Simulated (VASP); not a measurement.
Input of a VASP 6.6.1 run:

The input INCAR:

```
SYSTEM = Sb2Se3
PREC     = Accurate       ! precision mode
ENCUT    = 520            ! plane-wave cutoff, eV
EDIFF    = 1E-7           ! SCF threshold, eV
ISMEAR   = -1             ! smearing method
SIGMA    = 0.02           ! smearing width, eV
LREAL    = .False.        ! projectors in reciprocal space
LASPH    = .True.         ! aspherical terms in the spheres
NELM     = 80             ! most SCF steps
ALGO     = Normal         ! electronic algorithm
ISIF     = 2              ! what is computed and relaxed
LWAVE    = .False.        ! write WAVECAR
LCHARG   = .False.        ! write CHGCAR
GGA      = PE             ! functional
IVDW     = 12             ! dispersion correction
NBANDS   = 22             ! bands
```

The input KPOINTS:

```
regular mesh
0
Gamma
  8 8 8
  0 0 0
```

POSCAR

```
Sb2Se3
1.0
    2.0127979120      1.1620894163      9.3533255668
   -2.0127979120      1.1620894163      9.3533255668
    0.0000000000     -2.3241788326      9.3533255668
Sb Se
2 3
Direct
    0.3997420428      0.3997420428      0.3997420428
    0.6002579572      0.6002579572      0.6002579572
    0.2112520654      0.2112520654      0.2112520654
    0.7887479346      0.7887479346      0.7887479346
    0.0000000000      0.0000000000      0.0000000000
```

Potentials or basis: VASP PAW PBE potentials, release 64 (Sb, Se).

Run with:

```console
$ cat potpaw_PBE.64/Sb/POTCAR potpaw_PBE.64/Se/POTCAR > POTCAR
$ mpirun -np 1 vasp_std > vasp.out
```

Predict the pressure.

0.0 GPa.

Estimate the dispersion energy per atom.

-0.411 eV.

What does it give for the band gap on the k mesh?

0.27 eV.

Forces on the atoms (eV/Å):
```
Sb   0.000  0.000 -0.024
Sb   0.000  0.000  0.024
Se   0.000  0.000 -0.010
Se   0.000  0.000  0.010
Se   0.000  0.000  0.000
```

Caveat: semilocal functionals underestimate gaps, and a narrow one can read as zero; spin-orbit coupling is left out, which moves the levels of the heavy elements. A k mesh can miss the band edges.
